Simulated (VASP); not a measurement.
## BN: single point with PBE+D3(BJ)

BN, a slab with vacuum:

```
CELL_PARAMETERS angstrom
2.38300 0.00000 0.00000
-1.19150 2.06374 0.00000
0.00000 0.00000 26.00000
ATOMIC_POSITIONS crystal
B 0.00000 0.00000 0.50550
N 0.66667 0.33333 0.49450
```

```json
{"Program": "VASP 6.6.1", "Task": "single point", "Functional": "PBE", "Dispersion": "D3(BJ)", "Potentials or basis": "VASP PAW PBE potentials, release 64 (B, N)", "Cutoff": "520 eV", "k mesh": "12 × 12 × 1", "Occupations": "gaussian, width 0.02 eV", "Spin": "no spin polarisation", "Dipole correction": "yes", "Further INCAR settings": "ALGO = Normal; EDIFF = 1e-07; NBANDS = 11"}
```

```yaml
Largest_force: 3.847 eV/Å
Band_gap_on_the_k_mesh: 3.36 eV (least direct gap 3.79 eV)
Dispersion_energy_per_atom: -0.085 eV
```

Forces on the atoms (eV/Å):
```
B    0.000  0.000 -3.847
N    0.000  0.000  3.847
```

Levels at points of the mesh, in eV from the valence-band top:
```tsv
k point	band 1	band 2	band 3	band 4	band 5	band 6	band 7	band 8
(0.00, 0.00, 0.00)	-18.39	-5.92	-0.43	-0.43	3.36	4.76	5.42	6.26
(0.50, 0.00, 0.00)	-14.73	-9.19	-3.64	-0.96	4.32	10.69	12.49	13.07
```

It took 46 s on 1 thread of Intel(R) Xeon(R) Platinum 8559C (Emerald Rapids) (shared host), peak memory 0.23 GiB.
